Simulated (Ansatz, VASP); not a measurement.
Two plane-wave programs on Ta3B2N

```
CELL_PARAMETERS angstrom
2.42842 1.40205 3.89210
-2.42842 1.40205 3.89210
0.00000 -2.80409 3.89210
ATOMIC_POSITIONS crystal
Ta 0.00000 0.50000 0.00000
Ta 0.50000 0.00000 0.00000
Ta 0.00000 0.00000 0.50000
B 0.62478 0.62478 0.62478
B 0.37522 0.37522 0.37522
N 0.00000 0.00000 0.00000
```

Change from the starting cell: species swapped into the Li2GaCu3 type (R-3m, No. 166).

Alike in both runs: task relaxation of cell and atoms; functional PBE; k mesh 6 × 6 × 6; occupations gaussian, width 0.1 eV; no spin polarisation.

```csv
,VASP,Ansatz
version,VASP 6.6.1,Ansatz 0.2.0
potentials or method,"VASP PAW PBE potentials, release 64 (Ta_pv, B, N), cutoff 600 eV","scalar-relativistic, plane waves, PAW"
valence electrons in the cell,44,50
```

Ansatz gave:

```
gap on the k mesh at the Fermi level, each at its own relaxed structure (eV) : none
relaxed volume (Å³/atom)                                                     : 12.32
relaxed cell length with the largest relative difference (Å)                 : 4.225
```

Q: What did VASP give for the same quantities?

A: gap on the k mesh at the Fermi level, each at its own relaxed structure (eV): none; relaxed volume (Å³/atom): 12.35; relaxed cell length with the largest relative difference (Å): 4.228.

A gap of «none» marks a metal or a gap that the smearing closes. VASP's potentials hold 44 valence electrons a cell and Ansatz's 50, so a difference there can come from the potentials and not from the codes.

Spin-orbit coupling is off throughout.
